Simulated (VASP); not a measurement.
# Os (Pm-3m) in VASP: a series of runs, part 2 of 2

VASP 6.6.1.

**3. Single point, PBE**

This run uses another cell than the first one, of 16.74 Å³/atom, 1.087 times its volume.

File INCAR:

```
  PREC = Accurate
  ENCUT = 520
  EDIFF = 1E-7
  ISMEAR = -1
  SIGMA = 0.08
  LREAL = F
  LASPH = T
  NELM = 100
  ALGO = Normal
  ISIF = 2
  LWAVE = F
  LCHARG = F
  GGA = PE
  NBANDS = 10
```

File KPOINTS:

```
Automatic mesh
0
Gamma
  17 17 17
```

File POSCAR:

```
Os
1.0
    2.5579363325      0.0000000000      0.0000000000
    0.0000000000      2.5579363325      0.0000000000
    0.0000000000      0.0000000000      2.5579363325
Os
1
Direct
    0.0000000000      0.0000000000      0.0000000000
```

Potentials or basis: VASP PAW PBE potentials, release 64 (Os).

Run with:

```
$ cat potpaw_PBE.64/Os/POTCAR > POTCAR
$ mpirun -np 1 vasp_std > vasp.out
```

OUTCAR:

```text
PREC = Accurate
   ENCUT = 520
   EDIFF = 1E-7
   ISMEAR = -1
   LREAL = F
   LASPH = T
   NELM = 100
   ISIF = 2
   GGA = PE

 ion  position               nearest neighbor table
   1  0.000  0.000  0.000-

  LATTYP: Found a simple cubic cell.
 ALAT       =     2.5579363325

  Lattice vectors:

 A1 = (   2.5579363325,   0.0000000000,   0.0000000000)
 A2 = (   0.0000000000,   2.5579363325,   0.0000000000)
 A3 = (   0.0000000000,   0.0000000000,   2.5579363325)

[... 488 lines left out ...]
      9      26.4165      0.00000
     10      27.4302      0.00000

 [... further k-points ...]

------------------------ aborting loop because EDIFF is reached ----------------------------------------

  FORCE on cell =-STRESS in cart. coord.  units (eV):
  Direction    XX          YY          ZZ          XY          YZ          ZX
  --------------------------------------------------------------------------------------
  -------------------------------------------------------------------------------------
  Total       -0.0355847     -0.0355847     -0.0355847      0.0000000      0.0000000      0.0000000
  in kB       -3.4064702     -3.4064702     -3.4064702      0.0000000      0.0000000      0.0000000
  external PRESSURE =      -3.4064702 kB  Pullay stress =       0.0000000 kB

 VOLUME and BASIS-vectors are now :
 -----------------------------------------------------------------------------
  energy-cutoff  :      520.00
  volume of cell :       16.74
      direct lattice vectors                 reciprocal lattice vectors
     2.557936333  0.000000000  0.000000000     0.390940145  0.000000000  0.000000000
     0.000000000  2.557936333  0.000000000     0.000000000  0.390940145  0.000000000
     0.000000000  0.000000000  2.557936333     0.000000000  0.000000000  0.390940145

 POSITION                                       TOTAL-FORCE (eV/Angst)
 -----------------------------------------------------------------------------------
      0.00000      0.00000      0.00000         0.000000      0.000000      0.000000
 -----------------------------------------------------------------------------------
    total drift:                               -0.000000      0.000000      0.000000

  FREE ENERGIE OF THE ION-ELECTRON SYSTEM (eV)
  ---------------------------------------------------
  free  energy   TOTEN  =        -9.7432866588 eV

  energy  without entropy=       -9.7080023655  energy(sigma->0) =       -9.72564451
```

OSZICAR:

```text
N       E                     dE             d eps       ncg     rms          rms(c)
DAV:   1     0.355817535569E+02    0.35582E+02   -0.40698E+03  3388   0.726E+02
DAV:   2    -0.893689078077E+01   -0.44519E+02   -0.42082E+02  3388   0.192E+02
DAV:   3    -0.102101847701E+02   -0.12733E+01   -0.12594E+01  3964   0.298E+01
DAV:   4    -0.102139723753E+02   -0.37876E-02   -0.37864E-02  3676   0.184E+00
DAV:   5    -0.102139864404E+02   -0.14065E-04   -0.14064E-04  3790   0.102E-01    0.121E+01
DAV:   6    -0.983268100441E+01    0.38131E+00   -0.56690E-01  4460   0.536E+00    0.556E+00
DAV:   7    -0.974697064406E+01    0.85710E-01   -0.27428E-01  4598   0.356E+00    0.825E-01
DAV:   8    -0.974334277517E+01    0.36279E-02   -0.45720E-03  3524   0.663E-01    0.324E-02
DAV:   9    -0.974329346337E+01    0.49312E-04   -0.47668E-05  3678   0.669E-02    0.245E-02
DAV:  10    -0.974328693715E+01    0.65262E-05   -0.28183E-06  3654   0.279E-02    0.198E-03
DAV:  11    -0.974328653105E+01    0.40611E-06   -0.15542E-07  2354   0.271E-03    0.715E-04
DAV:  12    -0.974328667181E+01   -0.14076E-06   -0.14272E-08  1956   0.101E-03    0.444E-04
DAV:  13    -0.974328665885E+01    0.12965E-07   -0.66611E-10  1832   0.317E-04
   1 F= -.97432867E+01 E0= -.97256445E+01  d E =-.352843E-01
```

stdout:

```text
POSCAR found type information on POSCAR Os
 POSCAR found :  1 types and       1 ions
 scaLAPACK will be used
 LDA part: xc-table for (Slater+PW92), standard interpolation
 POSCAR, INCAR and KPOINTS ok, starting setup
 FFT: planning ... GRIDC
 FFT: planning ... GRID_SOFT
 FFT: planning ... GRID
 WAVECAR not read
 entering main loop
```

It took 27 s on 1 thread of Intel Xeon Platinum 8259CL at 2.50GHz (Skylake/Cascade Lake), shared host; peak memory 0.14 GiB.

Results:

- Free energy: -9.7433 eV
- Pressure: -0.3 GPa
- Band gap on the k mesh: zero (band 4 reaches 11.77 eV, above the bottom of band 5 at 6.19 eV)

Levels at points of the mesh, in eV from the Fermi level:
| k point | band 1 | band 2 | band 3 | band 4 | band 5 | band 6 | band 7 | band 8 |
| --- | --- | --- | --- | --- | --- | --- | --- | --- |
| (0.00, 0.00, 0.00) | -9.44 | -5.93 | -5.93 | 2.24 | 2.24 | 2.24 | 15.47 | 15.47 |

Caveat: spin-orbit coupling is left out, which moves the levels of the heavy elements.

**4. Single point, PBE**

This run uses another cell than the first one, of 16.74 Å³/atom, 1.087 times its volume.

File INCAR:

```
SYSTEM = Os
PREC = Accurate
ENCUT = 520
EDIFF = 1E-6
ISMEAR = -1
SIGMA = 0.08
LREAL = .False.
LASPH = .True.
NELM = 100
ALGO = Normal
ISIF = 2
LWAVE = .False.
LCHARG = .False.
GGA = PE
NBANDS = 10
```

File KPOINTS:

```
regular mesh
0
Gamma
  17 17 17
  0 0 0
```

POSCAR is that of step 3.

Run with:

```
$ cat potpaw_PBE.64/Os/POTCAR > POTCAR
$ mpirun -np 1 vasp_std > vasp.out
```

Wall time 15 s (1 thread of Intel Xeon Platinum 8488C (Sapphire Rapids), shared host); peak memory 0.14 GiB.

It converged, with:

| Item | Value |
| --- | --- |
| Free energy | -9.7433 eV |
| Pressure | -0.3 GPa |
| Band gap on the k mesh | zero (band 4 reaches 11.77 eV, above the bottom of band 5 at 6.19 eV) |

Levels at points of the mesh, in eV from the Fermi level:
```csv
k point,band 2,band 3,band 4,band 5,band 6,band 7
"(0.00, 0.00, 0.00)",-5.93,-5.93,2.24,2.24,2.24,15.46
```

Caveat: spin-orbit coupling is left out, which moves the levels of the heavy elements.

**5. Relaxation of cell and atoms, PBE**

File INCAR:

```
  ALGO = Normal
  EDIFF = 1E-6
  EDIFFG = -0.005
  ENCUT = 600
  GGA = PE
  IBRION = 2
  ISIF = 3
  ISMEAR = -1
  LASPH = T
  LCHARG = F
  LREAL = F
  LWAVE = F
  NELM = 60
  NSW = 60
  PREC = Accurate
  SIGMA = 0.08
```

File KPOINTS:

```
k-points
0
Gamma
  17 17 17
```

File POSCAR:

```
Os
1.0
    2.4892638265      0.0000000000      0.0000000000
    0.0000000000      2.4892638265      0.0000000000
    0.0000000000      0.0000000000      2.4892638265
Os
1
Direct
    0.0000000000      0.0000000000      0.0000000000
```

Run with:

```
$ cat potpaw_PBE.64/Os/POTCAR > POTCAR
$ mpirun -np 1 vasp_std > vasp.out
```

Run time: 79 s. Hardware: 1 thread of Intel Xeon Platinum 8488C (Sapphire Rapids), shared host; peak memory 0.15 GiB.

Results (log left out):

```yaml
Free_energy: -9.7432 eV
Relaxed_volume: 16.72 Å³/atom
Relaxed_cell: a = 2.557 Å, b = 2.557 Å, c = 2.557 Å, α = 90.00°, β = 90.00°, γ = 90.00°
Space_group_after_relaxing_to_0.05_Å: Pm-3m (No. 221)
Energy_gained_by_relaxing: 99.8 meV/atom
Ionic_steps: 19
Pressure_after_relaxing: 0.0 GPa
Band_gap_on_the_k_mesh: zero (band 4 reaches 11.79 eV, above the bottom of band 5 at 6.20 eV)
```

Step by step:
| step | energy change (eV) | largest force (eV/Å) | pressure (GPa) | volume (Å³) |
| --- | --- | --- | --- | --- |
| 1 | 0.0000 | 0.0000 | 26.68 | 15.42 |
| 2 | 0.7089 | 0.0000 | -38.13 | 21.90 |
| 3 | -0.0985 | 0.0000 | -2.58 | 16.88 |
| 4 | -0.0998 | 0.0000 | -0.31 | 16.74 |
| 5 | -0.0998 | 0.0000 | 0.14 | 16.71 |
| 6 | -0.0998 | 0.0000 | 0.14 | 16.71 |
| 7 | -0.0998 | 0.0000 | 0.14 | 16.71 |
| 8 | -0.0998 | 0.0000 | 0.13 | 16.71 |
| 9 | -0.0998 | 0.0000 | 0.13 | 16.71 |
| 10 | -0.0998 | 0.0000 | 0.13 | 16.71 |
| 11 | -0.0998 | 0.0000 | 0.13 | 16.71 |
| 12 | -0.0998 | 0.0000 | 0.13 | 16.71 |
| 13 | -0.0998 | 0.0000 | 0.13 | 16.71 |
| 14 | -0.0998 | 0.0000 | 0.12 | 16.71 |
| 15 | -0.0998 | 0.0000 | 0.12 | 16.71 |
| 16 | -0.0998 | 0.0000 | 0.12 | 16.71 |
| 17 | -0.0998 | 0.0000 | 0.11 | 16.71 |
| 18 | -0.0998 | 0.0000 | 0.09 | 16.72 |
| 19 | -0.0998 | 0.0000 | -0.03 | 16.72 |

Final structure:
```
Os
1.0
     2.55720    0.00000    0.00000
     0.00000    2.55720    0.00000
     0.00000    0.00000    2.55720
Os
1
Direct
  0.00000 0.00000 0.00000
```

Levels at points of the mesh, in eV from the Fermi level:
| k point | band 1 | band 2 | band 3 | band 4 | band 5 | band 6 | band 7 | band 8 |
| --- | --- | --- | --- | --- | --- | --- | --- | --- |
| (0.00, 0.00, 0.00) | -9.45 | -5.94 | -5.94 | 2.25 | 2.25 | 2.25 | 15.47 | 15.47 |

Caveat: spin-orbit coupling is left out, which moves the levels of the heavy elements.

**6. The runs side by side**

| task | cell | cutoff (eV) | gap on the mesh (eV) | pressure (GPa) |
| --- | --- | --- | --- | --- |
| single point | a = 2.488 Å, 1 atom | 520 | none | 27.3 |
| single point | a = 2.558 Å, 1 atom | 520 | none | -0.3 |
| relaxation of cell and atoms | relaxed from a = 2.489 Å, 1 atom | 600 | none | 0.0 |

Alike in all rows: level PBE; potentials or basis VASP PAW PBE potentials, release 64 (Os); no spin polarisation; k mesh 17 × 17 × 17; smearing fermi-dirac 0.08 eV.

Caveats: spin-orbit coupling is left out, which moves the levels of the heavy elements.

Absolute energies hang on the potentials; compare differences alone.
